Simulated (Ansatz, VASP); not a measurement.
LaHg: VASP beside Ansatz

```
La Hg
1.0
     3.86241    0.00000    0.00000
     0.00000    3.86241    0.00000
     0.00000    0.00000    3.86241
La Hg
1 1
Direct
  0.50000 0.50000 0.50000
  0.00000 0.00000 0.00000
```

Change from the starting cell: volume scaled by 1.02, crystal datasets.

Alike in both runs: task electric field gradients; functional LDA; k mesh 11 × 11 × 11; occupations fermi-dirac, width 0.08 eV; no spin polarisation.

|  | VASP | Ansatz |
| --- | --- | --- |
| version | VASP 6.6.1 | Ansatz 0.2.0 |
| potentials or method | VASP PAW LDA potentials, release 64 (La, Hg), cutoff 400 eV | all-electron PAW with datasets made for the crystal, scalar-relativistic |

```csv
,VASP,Ansatz,Ansatz less VASP
pressure (GPa),-2.8,-2.9,-0.13
```

LDA's correlation is that of Perdew and Zunger in VASP and of Perdew and Wang (1992) in Ansatz. Ansatz ran all-electron here, and VASP with PAW potentials.

Spin-orbit coupling is off throughout.
